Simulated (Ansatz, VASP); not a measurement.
Two plane-wave programs on CuO

```
Cu O
1.0
     2.94858    0.00000    0.00000
     0.00355    5.15157    0.00000
    -0.00778   -0.00199    2.94852
Cu O
2 2
Direct
  0.00000 0.50000 0.50000
  0.50000 0.00000 0.00000
  0.00025 0.75000 0.00024
  0.99975 0.25000 0.99976
```

Alike in both runs: task single point; functional PBE; k mesh 12 × 7 × 12; occupations gaussian, width 0.1 eV; no spin polarisation.

|  | VASP | Ansatz |
| --- | --- | --- |
| version | VASP 6.6.1 | Ansatz 0.2.0 |
| potentials or method | VASP PAW PBE potentials, release 64 (Cu, O), cutoff 520 eV | scalar-relativistic, plane waves, PAW |
| valence electrons in the cell | 34 | 50 |

|  | VASP | Ansatz | Ansatz less VASP |
| --- | --- | --- | --- |
| gap on the k mesh at the Fermi level (eV) | none | none | - |
| pressure (GPa) | 0.7 | 0.0 | -0.66 |
| traceless stress, the component that is largest in VASP (GPa) | 0.24 | -0.03 | -0.270 |

A gap of «none» marks a metal or a gap that the smearing closes. The functional is the same, so the differences come from potentials, cutoffs and numerics. VASP's potentials hold 34 valence electrons a cell and Ansatz's 50, so a difference there can come from the potentials and not from the codes. Ansatz's warnings: near symmetry operations not taken.
